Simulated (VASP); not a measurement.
Write the native input for VASP 6.6.1 that does the following.

| Quantity | Value |
| --- | --- |
| Task | single point |
| Functional | PBE |
| Potentials or basis | VASP PAW PBE potentials, release 64 (Ag, Cl) |
| Cutoff | 520 eV |
| k mesh | 6 × 6 × 6 |
| Occupations | gaussian, width 0.01 eV |
| Spin | no spin polarisation |
| Dipole correction | no |
| Further INCAR settings | ALGO = Normal; EDIFF = 1e-06; NBANDS = 16 |

The structure of AgCl lies in POSCAR:

```
AgCl
1.0
    3.4648134512      0.0000000000      0.0000000000
    0.0000000000      3.4648134512      0.0000000000
    0.0000000000      0.0000000000      3.4648134512
Ag Cl
1 1
Direct
    0.0000000000      0.0000000000      0.0000000000
    0.5000000000      0.5000000000      0.5000000000
```

These files were run (other wordings do the same):

INCAR

```
  ALGO = Normal
  EDIFF = 1E-6
  ENCUT = 520
  GGA = PE
  ISIF = 2
  ISMEAR = 0
  LASPH = True
  LCHARG = True
  LELF = True
  LREAL = False
  LVHAR = True
  LWAVE = False
  NBANDS = 16
  NELM = 80
  PREC = Accurate
  SIGMA = 0.01
```

KPOINTS

```
k-points
0
Gamma
  6 6 6
```

Potentials or basis: VASP PAW PBE potentials, release 64 (Ag, Cl).

Command:

```bash
$ cat potpaw_PBE.64/Ag/POTCAR potpaw_PBE.64/Cl/POTCAR > POTCAR
$ mpirun -np 1 vasp_std > vasp.out
```

It gave:

The pressure is -1.4 GPa and the band gap on the k mesh is 0.57 eV (least direct gap 1.98 eV).

Wall time 22 s on 1 thread of Intel Xeon 8259CL (shared host), peak memory 0.16 GiB.
